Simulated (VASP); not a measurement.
W2AuN3:

```
CELL_PARAMETERS angstrom
2.77362 0.00000 0.00000
-1.38681 2.40203 0.00000
0.00000 0.00000 11.57457
ATOMIC_POSITIONS crystal
W 0.33333 0.66667 0.74884
W 0.66667 0.33333 0.26206
Au 0.33333 0.66667 0.11904
N 0.66667 0.33333 0.86128
N 0.66667 0.33333 0.63625
N 0.33333 0.66667 0.37252
```

The cell was built from a structure type or drawn by symmetry, and may not be a known phase.

```yaml
Program: VASP 6.6.1
Task: relaxation of cell and atoms
Functional: PBE
Potentials_or_basis: VASP PAW PBE potentials, release 64 (W_sv, Au, N)
Cutoff: 600 eV
k_mesh: 5 × 5 × 1
Occupations: gaussian, width 0.15 eV
Spin: no spin polarisation
```

At the start: pressure 52.0 GPa; volume 12.85 Å³/atom.

Q: Where does the relaxation end?

A: Over 24 steps the energy falls by 1034.4 meV/atom and the volume is 13.20 Å³/atom (+2.7 %); space group P3m1 (No. 156, to 0.1 Å) before and after.

The path:
| step | energy change (eV) | largest force (eV/Å) | pressure (GPa) | volume (Å³) |
| --- | --- | --- | --- | --- |
| 1 | 0.0000 | 18.5710 | 52.04 | 77.11 |
| 2 | 1.4734 | 4.5246 | -27.50 | 133.44 |
| 3 | -0.4093 | 4.5652 | -25.59 | 120.82 |
| 4 | -2.2311 | 4.3976 | -23.45 | 110.56 |
| 5 | -4.9497 | 3.6364 | -11.27 | 92.86 |
| 6 | -4.9273 | 3.0502 | 6.31 | 84.75 |
| 7 | -5.1655 | 3.4089 | -5.44 | 89.39 |
| 8 | -5.1765 | 3.3403 | -3.45 | 88.43 |
| 9 | -5.8605 | 0.9398 | 3.67 | 86.29 |
| 10 | -5.8606 | 0.9262 | 3.57 | 86.32 |
| 11 | -5.8634 | 0.8073 | -7.37 | 89.38 |
| 12 | -5.9107 | 0.6575 | -2.25 | 87.85 |
| 13 | -5.9601 | 0.5067 | -1.80 | 86.78 |
| 14 | -5.9988 | 1.6050 | -0.42 | 84.77 |
| 15 | -6.0204 | 1.5705 | -0.50 | 84.32 |
| 16 | -6.0786 | 1.4593 | -0.58 | 82.99 |
| 17 | -6.1461 | 1.2016 | 0.08 | 80.33 |
| 18 | -6.1474 | 1.1475 | 0.41 | 79.70 |
| 19 | -6.1833 | 0.5512 | -0.90 | 79.85 |
| 20 | -6.1934 | 0.3614 | -1.98 | 79.97 |
| 21 | -6.2018 | 0.2511 | 0.06 | 79.31 |
| 22 | -6.2021 | 0.2677 | 0.55 | 79.16 |
| 23 | -6.2053 | 0.1425 | 0.31 | 79.18 |
| 24 | -6.2066 | 0.0409 | 0.04 | 79.20 |

Final structure:
```yaml
crystal:
  lattice:
    - [2.98980, 0.00000, 0.00000]
    - [-1.49490, 2.58924, 0.00000]
    - [0.00000, 0.00000, 10.23082]
  atoms:
    - { symbol: W, position: [0.33333, 0.66667, 0.74898] }
    - { symbol: W, position: [0.66667, 0.33333, 0.28312] }
    - { symbol: Au, position: [0.33333, 0.66667, 0.06991] }
    - { symbol: N, position: [0.66667, 0.33333, 0.87239] }
    - { symbol: N, position: [0.66667, 0.33333, 0.64572] }
    - { symbol: N, position: [0.33333, 0.66667, 0.37989] }
```

Caveat: the k points lie up to 0.61 Å⁻¹ apart in the final cell, too coarse for converged energies and pressures of a metal; the relaxation stopped at a loose force limit of 0.08 eV/Å, so its end isn't a converged minimum.
